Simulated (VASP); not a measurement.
# SmZn3I2 (I4/mmm) in VASP: a series of runs

Runs on SmZn3I2. Level: PBE. Tasks: relaxation of cell and atoms.

Program: VASP 6.6.1. These are calculated values, not measurements. Logs are shortened: lines on timing, memory, paths and dates and some standing lists are left out, and cuts for length are marked.

## (1) The cell of the first run

It takes space group I4/mmm (No. 139, tetragonal). The conventional cell has a = 6.335 Å, b = 6.335 Å, c = 8.680 Å, α = 90.00°, β = 90.00°, γ = 90.00°. Sm (site symmetry 4/mmm) has 2 Zn at 2.38 Å within 3.1 Å. Zn (site symmetry 4mm) has 1 Zn at 1.96 Å and 1 Sm at 2.38 Å within 2.6 Å. Zn (site symmetry 4/mmm) has 2 Zn at 1.96 Å within 2.6 Å. Within 4.5 Å of I (site symmetry -4m2) lie 8 Zn at 3.17 to 3.84 Å and 4 Sm at 3.84 Å and 6 I at 4.34 to 4.48 Å.

The cell was generated, and may not be a known phase.

## (2) Relaxation of cell and atoms, PBE

The input, INCAR:

```
  ALGO = Normal
  EDIFF = 1E-7
  EDIFFG = -0.08
  ENCUT = 500
  GGA = PE
  GGA_COMPAT = False
  IBRION = 2
  ISIF = 3
  ISMEAR = 0
  LASPH = True
  LCHARG = False
  LMAXMIX = 6
  LREAL = False
  LWAVE = False
  NELM = 200
  NELMIN = 4
  NSW = 36
  PREC = Accurate
  SIGMA = 0.2
```

The input, KPOINTS:

```
k-points
0
Gamma
  4 4 4
```

The input, POSCAR:

```
SmZn3I2
1.0
   -3.1676890800      3.1676890800      4.3398746200
    3.1676890800     -3.1676890800      4.3398746200
    3.1676890800      3.1676890800     -4.3398746200
Sm Zn I
1 3 2
Direct
    0.0000000000      0.0000000000      0.0000000000
    0.7253483700      0.7253483700      0.0000000000
    0.2746516300      0.2746516300      0.0000000000
    0.5000000000      0.5000000000      0.0000000000
    0.7500000000      0.2500000000      0.5000000000
    0.2500000000      0.7500000000      0.5000000000
```

Potentials or basis: VASP PAW PBE potentials, release 64 (Sm_3, Zn, I), 4f in core.

The run is started by

```console
> cat potpaw_PBE.64/Sm_3/POTCAR potpaw_PBE.64/Zn/POTCAR potpaw_PBE.64/I/POTCAR > POTCAR
> mpirun -np 1 vasp_std > vasp.out
```

OUTCAR:

```text
EDIFF = 1E-7
   EDIFFG = -0.08
   ENCUT = 500
   GGA = PE
   IBRION = 2
   ISIF = 3
   ISMEAR = 0
   LASPH = True
   LREAL = False
   NELM = 200
   NELMIN = 4
   NSW = 36
   PREC = Accurate

 ion  position               nearest neighbor table
   1  0.000  0.000  0.000-   2 2.38   3 2.38
   2  0.725  0.725  0.000-   4 1.96   1 2.38   6 3.17   5 3.17   5 3.17   6 3.17
   3  0.275  0.275  0.000-   4 1.96   1 2.38   5 3.17   6 3.17   6 3.17   5 3.17
   4  0.500  0.500  0.000-   2 1.96   3 1.96
   5  0.750  0.250  0.500-   3 3.17   2 3.17   3 3.17   2 3.17
   6  0.250  0.750  0.500-   3 3.17   2 3.17   3 3.17   2 3.17

  LATTYP: Found a body centered tetragonal cell.
 ALAT       =     6.3353781600
 C/A-ratio  =     1.3700443795

  Lattice vectors:

 A1 = (  -3.1676890800,   3.1676890800,   4.3398746200)
 A2 = (   3.1676890800,  -3.1676890800,   4.3398746200)
 A3 = (   3.1676890800,   3.1676890800,  -4.3398746200)

Analysis of symmetry for initial positions (statically):
=====================================================================
 Subroutine PRICEL returns:
 Original cell was already a primitive cell.

 Routine SETGRP: Setting up the symmetry group for a
 body centered tetragonal supercell.

 Subroutine GETGRP returns: Found 16 space group operations
 (whereof 16 operations were pure point group operations)
 out of a pool of 16 trial point group operations.

The static configuration has the point symmetry D_4h.

Analysis of symmetry for dynamics (positions and initial velocities):
=====================================================================
 Subroutine PRICEL returns:
 Original cell was already a primitive cell.

 Routine SETGRP: Setting up the symmetry group for a
 body centered tetragonal supercell.

 Subroutine GETGRP returns: Found 16 space group operations
 (whereof 16 operations were pure point group operations)
 out of a pool of 16 trial point group operations.

The dynamic configuration has the point symmetry D_4h.

 Subroutine INISYM returns: Found 16 space group operations
 (whereof 16 operations are pure point group operations),
 and found     1 'primitive' translations

----------------------------------------------------------------------------------------

                                     Primitive cell

  volume of cell :     174.1896

  direct lattice vectors                    reciprocal lattice vectors
    -3.167689080  3.167689080  4.339874620     0.000000000  0.157843774  0.115210702
     3.167689080 -3.167689080  4.339874620     0.157843774  0.000000000  0.115210702
     3.167689080  3.167689080 -4.339874620     0.157843774  0.157843774  0.000000000

  length of vectors
     6.237228546  6.237228546  6.237228546     0.195417918  0.195417918  0.223224806

  position of ions in fractional coordinates (direct lattice)
     0.000000000  0.000000000  0.000000000
     0.725348370  0.725348370  0.000000000
     0.274651630  0.274651630  0.000000000
     0.500000000  0.500000000  0.000000000
     0.750000000  0.250000000  0.500000000
     0.250000000  0.750000000  0.500000000

  ion indices of the primitive-cell ions
   primitive index   ion index
                 1           1
                 2           2
                 3           3
                 4           4
                 5           5
                 6           6

----------------------------------------------------------------------------------------

 KPOINTS: k-points

Automatic generation of k-mesh.
 Grid dimensions read from file:
 generate k-points for:    4    4    4

 Generating k-lattice:

  Cartesian coordinates                     Fractional coordinates (reciprocal lattice)
     0.000000000  0.039460944  0.028802675     0.250000000 -0.000000000  0.000000000
     0.039460944  0.000000000  0.028802675    -0.000000000  0.250000000  0.000000000
     0.039460944  0.039460944  0.000000000     0.000000000  0.000000000  0.250000000

  Length of vectors
     0.048854480  0.048854480  0.055806202

  Shift w.r.t. Gamma in fractional coordinates (k-lattice)
     0.000000000  0.000000000  0.000000000

 Subroutine IBZKPT returns following result:
 ===========================================

 Found     13 irreducible k-points:

 Following reciprocal coordinates:
            Coordinates               Weight
  0.000000  0.000000  0.000000      1.000000
  0.250000 -0.000000  0.000000      8.000000
  0.500000 -0.000000  0.000000      4.000000
  0.250000  0.250000  0.000000      8.000000
  0.500000  0.250000  0.000000     16.000000
 -0.250000  0.250000  0.000000      4.000000
  0.500000  0.500000  0.000000      2.000000
  0.250000  0.250000  0.250000      2.000000
 -0.250000  0.250000  0.250000      4.000000
  0.500000  0.500000  0.250000      4.000000
 -0.250000  0.500000  0.250000      8.000000
 -0.250000 -0.250000  0.250000      2.000000
  0.500000  0.500000  0.500000      1.000000
   k-points           NKPTS =     13   k-points in BZ     NKDIM =     13   number of bands    NBANDS=     36
   number of dos      NEDOS =    301   number of ions     NIONS =      6
   total plane-waves  NPLWV = 110592
   dimension x,y,z NGX =    48 NGY =   48 NGZ =   48
   dimension x,y,z NGXF=    96 NGYF=   96 NGZF=   96
   ions per type =               1   3   2
   NGX,Y,Z   is equivalent  to a cutoff of  12.79, 12.79, 12.79 a.u.
   NGXF,Y,Z  is equivalent  to a cutoff of  25.59, 25.59, 25.59 a.u.
 SYSTEM =  unknown system
   PREC   = accura    normal or accurate (medium, high low for compatibility)
   ISTART =      0    job   : 0-new  1-cont  2-samecut
   ICHARG =      2    charge: 1-file 2-atom 10-const
   ISPIN  =      1    spin polarized calculation?
   LNONCOLLINEAR =      F non collinear calculations
   LSORBIT =      F    spin-orbit coupling
   LASPH  =      T    aspherical Exc in radial PAW
   ENCUT  =  500.0 eV  36.75 Ry    6.06 a.u.  11.37 11.37 11.37*2*pi/ulx,y,z
   NELM   =    200;   NELMIN=  4; NELMDL= -5     # of ELM steps
   EDIFF  = 0.1E-06   stopping-criterion for ELM
   LREAL  =      F    real-space projection
   EDIFFG = -.8E-01   stopping-criterion for IOM
   NSW    =     36    number of steps for IOM
   IBRION =      2    ionic relax: 0-MD 1-quasi-New 2-CG
   NFREE  =      1    steps in history (QN), initial steepest desc. (CG)
   ISIF   =      3    stress and relaxation
   ISYM   =      2    0-nonsym 1-usesym 2-fastsym
   POTIM  = 0.5000    time-step for ionic-motion
   TEBEG  =    0.0;   TEEND  =   0.0 temperature during run
   PSTRESS=    0.0 pullay stress
   NELECT =      61.0000    total number of electrons
   NUPDOWN=      -1.0000    fix difference up-down
   EMIN   =  10.00;   EMAX   =-10.00  energy-range for DOS
   EFERMI =   0.00;   METHOD = LEGACY
   ISMEAR =     0;   SIGMA  =   0.20  broadening in eV -4-tet -1-fermi 0-gaus
   EFERMI_NEDOS =   21; number of points for ismear=-14 and -15
   IALGO  =     38    algorithm
   IMIX   =      4    mixing-type and parameters
     AMIX     =   0.40;   BMIX     =  1.00
     AMIX_MAG =   1.60;   BMIX_MAG =  1.00
  volume/ion in A,a.u.               =      29.03       195.91
  Fermi-wavevector in a.u.,A,eV,Ry     =   1.153924  2.180601 18.116722  1.331541
  Thomas-Fermi vector in A             =   2.290565
   LORBIT       =      0    0 simple, 1 ext, 2 COOP (PROOUT), +10 PAW based schemes
   GGA     = PE    functional components
   LHFCALC =     F    Hartree Fock is set to
   AEXX    =    0.0000 exact exchange contribution
   IVDW    =     0    specifies the selected vdW correction
   LEPSILON=     F    determine dielectric tensor
   LRPA    =     F    only Hartree local field effects (RPA)
 conjugate gradient relaxation of ions
 non-spin polarized calculation
 Gauss-broadening in eV      SIGMA  =   0.20
  energy-cutoff  :      500.00
  volume of cell :      174.19
 maximum number of plane-waves:      4464
 NGX is ok and might be reduce to    48
   NGX = 23   NGY = 23   NGZ = 23

--------------------------------------- Ionic step        1  -------------------------------------------

 number of electron      61.0000007 magnetization

 Free energy of the ion-electron system (eV)
  ---------------------------------------------------
  ext. energy  EPLUGINS =         0.00000000
  ---------------------------------------------------
  free energy    TOTEN  =        -6.44905692 eV

  energy without entropy =       -6.40203866  energy(sigma->0) =       -6.42554779

------------------------ aborting loop because EDIFF is reached ----------------------------------------

  FORCE on cell =-STRESS in cart. coord.  units (eV):
  Direction    XX          YY          ZZ          XY          YZ          ZX
  --------------------------------------------------------------------------------------
  -------------------------------------------------------------------------------------
  Total       -0.6972844     -0.6972844     42.9570817      0.0000000      0.0000000      0.0000000
  in kB       -6.4135463     -6.4135463    395.1146049      0.0000000      0.0000000      0.0000000
  external PRESSURE =     127.4291708 kB  Pullay stress =       0.0000000 kB

 VOLUME and BASIS-vectors are now :
 -----------------------------------------------------------------------------
  energy-cutoff  :      500.00
  volume of cell :      174.19
      direct lattice vectors                 reciprocal lattice vectors
    -3.167689080  3.167689080  4.339874620     0.000000000  0.157843774  0.115210702
     3.167689080 -3.167689080  4.339874620     0.157843774  0.000000000  0.115210702
     3.167689080  3.167689080 -4.339874620     0.157843774  0.157843774  0.000000000

 POSITION                                       TOTAL-FORCE (eV/Angst)
 -----------------------------------------------------------------------------------
      0.00000      0.00000      0.00000         0.000000      0.000000     -0.000000
      0.00000      0.00000      6.29584         0.000000      0.000000      2.673738
      0.00000      0.00000      2.38391        -0.000000     -0.000000     -2.673738
      0.00000      0.00000      4.33987         0.000000      0.000000     -0.000000
      0.00000      3.16769      2.16994         0.000000      0.000000     -0.000000
      3.16769      0.00000      2.16994         0.000000      0.000000     -0.000000
 -----------------------------------------------------------------------------------
    total drift:                               -0.000000     -0.000000      0.000000
[... 230 lines left out ...]
 POSITION                                       TOTAL-FORCE (eV/Angst)
 -----------------------------------------------------------------------------------
      0.00000      0.00000      0.00000         0.000000      0.000000      0.000000
      0.00000      0.00000      7.71458        -0.000000     -0.000000     -0.074802
      0.00000      0.00000      2.91123        -0.000000     -0.000000      0.074802
      0.00000      0.00000      5.31291         0.000000      0.000000      0.000000
      0.00000      3.10641      2.65645         0.000000      0.000000      0.000000
      3.10641      0.00000      2.65645         0.000000      0.000000      0.000000
 -----------------------------------------------------------------------------------
    total drift:                                0.000000      0.000000     -0.000000

  FREE ENERGIE OF THE ION-ELECTRON SYSTEM (eV)
  ---------------------------------------------------
  free  energy   TOTEN  =        -9.9095643564 eV

  energy  without entropy=       -9.8173694870  energy(sigma->0) =       -9.86346692

--------------------------------------- Ionic step        8  -------------------------------------------

 number of electron      60.9999991 magnetization

 Free energy of the ion-electron system (eV)
  ---------------------------------------------------
  ext. energy  EPLUGINS =         0.00000000
  ---------------------------------------------------
  free energy    TOTEN  =        -9.92101662 eV

  energy without entropy =       -9.83155834  energy(sigma->0) =       -9.87628748

 E-fermi :   2.8846     XC(G=0):  -8.5513

 val. band max:        2.8575870896   @ k =   0.5000   0.2500   0.0000
 cond. band min:       2.9392768507   @ k =  -0.2500   0.2500   0.2500
 fundamental gap:      0.0816897611
 Fermi energy:         2.8845820443

 k-point     1 :       0.0000    0.0000    0.0000
  band No.  band energies     occupation
      1     -40.3505      2.00000
      2     -19.7818      2.00000
      3     -19.7818      2.00000
      4     -19.4088      2.00000
      5     -10.9084      2.00000
      6     -10.4967      2.00000
[... 28 lines left out ...]
     35       4.2126      0.00000
     36       4.2140      0.00000
[... 479 lines left out ...]
 VOLUME and BASIS-vectors are now :
 -----------------------------------------------------------------------------
  energy-cutoff  :      500.00
  volume of cell :      200.31
      direct lattice vectors                 reciprocal lattice vectors
    -3.090181013  3.090181013  5.244193999     0.000000000  0.161802819  0.095343536
     3.090181013 -3.090181013  5.244193999     0.161802819  0.000000000  0.095343536
     3.090181013  3.090181013 -5.244193999     0.161802819  0.161802819  0.000000000

 POSITION                                       TOTAL-FORCE (eV/Angst)
 -----------------------------------------------------------------------------------
      3.09018      3.09018     -5.24419         0.000000      0.000000      0.000000
      0.00000      0.00000      7.60147        -0.000000     -0.000000      0.073050
      0.00000      0.00000      2.88692        -0.000000     -0.000000     -0.073050
      3.09018      3.09018      0.00000         0.000000      0.000000      0.000000
      0.00000      3.09018      2.62210         0.000000      0.000000      0.000000
      3.09018      0.00000      2.62210         0.000000      0.000000      0.000000
 -----------------------------------------------------------------------------------
    total drift:                               -0.000000      0.000000     -0.000000

  FREE ENERGIE OF THE ION-ELECTRON SYSTEM (eV)
  ---------------------------------------------------
  free  energy   TOTEN  =        -9.9210166200 eV

  energy  without entropy=       -9.8315583398  energy(sigma->0) =       -9.87628748

 reached required accuracy - stopping structural energy minimisation
```

Run time: 8.3 min. Hardware: 1 thread of Intel Xeon 6975P-C (Granite Rapids), shared host; peak memory 0.39 GiB.

Results:

| Item | Value |
| --- | --- |
| Free energy | -9.9210 eV |
| Relaxed volume | 33.39 Å³/atom |
| Relaxed cell | a = 6.826 Å, b = 6.826 Å, c = 6.826 Å, α = 126.17°, β = 126.17°, γ = 79.61° |
| Space group after relaxing (to 0.1 Å) | I4/mmm (No. 139) |
| Energy gained by relaxing | 578.7 meV/atom |
| Ionic steps | 8 |
| Pressure after relaxing | 0.0 GPa |
| Largest force after relaxing | 0.073 eV/Å |
| Band gap on the k mesh | zero (an odd number of electrons rules out a gap without spin polarisation) |

Forces on the atoms (eV/Å):
```
Sm   0.000  0.000  0.000
Zn   0.000  0.000  0.073
Zn   0.000  0.000 -0.073
Zn   0.000  0.000  0.000
I    0.000  0.000  0.000
I    0.000  0.000  0.000
```

Step by step:
| step | energy change (eV) | largest force (eV/Å) | pressure (GPa) | volume (Å³) |
| --- | --- | --- | --- | --- |
| 1 | 0.0000 | 2.6737 | 12.74 | 174.19 |
| 2 | -2.8146 | 0.3780 | -2.28 | 231.73 |
| 3 | -3.3511 | 0.9026 | -0.01 | 206.57 |
| 4 | -3.3509 | 0.8943 | -0.44 | 209.43 |
| 5 | -3.3539 | 0.9004 | -0.27 | 208.24 |
| 6 | -3.4208 | 0.5616 | -0.44 | 207.04 |
| 7 | -3.4605 | 0.0748 | -0.59 | 205.07 |
| 8 | -3.4720 | 0.0730 | -0.02 | 200.31 |

Final structure:
```cif
data_structure
_symmetry_space_group_name_H-M 'P 1'
_symmetry_Int_Tables_number 1
_cell_length_a 6.8264
_cell_length_b 6.8264
_cell_length_c 6.8264
_cell_angle_alpha 126.169
_cell_angle_beta 126.169
_cell_angle_gamma 79.611
_cell_volume 200.31
loop_
_atom_site_label
_atom_site_type_symbol
_atom_site_fract_x
_atom_site_fract_y
_atom_site_fract_z
_atom_site_occupancy
Sm1 Sm 0.00000 0.00000 0.00000 1
Zn1 Zn 0.72475 0.72475 0.00000 1
Zn2 Zn 0.27525 0.27525 0.00000 1
Zn3 Zn 0.50000 0.50000 0.00000 1
I1 I 0.75000 0.25000 0.50000 1
I2 I 0.25000 0.75000 0.50000 1
```

Caveat: spin-orbit coupling is left out, which moves the levels of the heavy elements; the 4f electrons are frozen in the core, so they carry no moment and show no levels; the run has no spin polarisation, though such a crystal can be magnetic; the relaxation stopped at a loose force limit of 0.08 eV/Å, so its end isn't a converged minimum. Spin polarisation is off, so any magnetic state and its effect on volume and gap are missing.

[end of part 1 of 2]

The gap in the log of VASP goes by the Fermi energy; the results here count the filled bands.